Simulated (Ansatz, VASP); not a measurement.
# W: VASP beside Ansatz

The input INCAR:

```
SYSTEM = W
PREC = Accurate
ENCUT = 520
EDIFF = 1E-6
ISMEAR = -1
SIGMA = 0.1
LREAL = .FALSE.
LASPH = .TRUE.
NELM = 80
ALGO = Normal
ISIF = 2
LWAVE = .FALSE.
LCHARG = .TRUE.
GGA = PS
LELF = .TRUE.
LVHAR = .TRUE.
NBANDS = 36
```

KPOINTS

```
Automatic mesh
0
G
  8 5 4
  0 0 0
```

File POSCAR:

```
W
1.0
    2.8096620000      0.0000000000      0.0000000000
    0.0000000000      4.8638700000      0.0000000000
    0.0000000000      0.0000000000      4.9236950000
W
4
Direct
    0.7931720000      0.5631570000      0.2500000000
    0.2068280000      0.0631570000      0.2500000000
    0.2068280000      0.4368430000      0.7601549751
    0.7931720000      0.9368430000      0.7500000000
```

Input for Ansatz:

```yaml
crystal:
  lattice:
    - [2.809662, 0.0, 0.0]
    - [0.0, 4.86387, 0.0]
    - [0.0, 0.0, 4.923695]
  atoms:
    - { symbol: W, position: [0.793172, 0.563157, 0.25] }
    - { symbol: W, position: [0.206828, 0.063157, 0.25] }
    - { symbol: W, position: [0.206828, 0.436843, 0.7601549750746137] }
    - { symbol: W, position: [0.793172, 0.936843, 0.75] }
kpoints:
  mp_grid:
    grid: [8, 5, 4]
hamiltonian:
  xc: pbesol
  pseudopotentials:
    kind: paw
scf:
  occupations:
    method: fermi_dirac
    width: 0.1
output:
  forces: true
```

Alike in both runs: task single point; functional PBEsol; k mesh 8 × 5 × 4; occupations fermi-dirac, width 0.1 eV; no spin polarisation.

|  | VASP | Ansatz |
| --- | --- | --- |
| version | VASP 6.6.1 | Ansatz 0.2.0 |
| potentials or method | VASP PAW PBE potentials, release 64 (W_sv) | plane waves, PAW |
| plane-wave cutoff (eV) | 520 | 420 |
| valence electrons in the cell | 56 | 56 |

Ansatz gave:

```
rms of the force components (eV/Å) : 0.202
```

Task: Which values does VASP return?

Result: rms of the force components (eV/Å): 0.205.

VASP's potentials were made for PBE, not for PBEsol. Atom by atom the forces differ by 0.003 eV/Å (rms over components).

Spin-orbit coupling is off throughout.
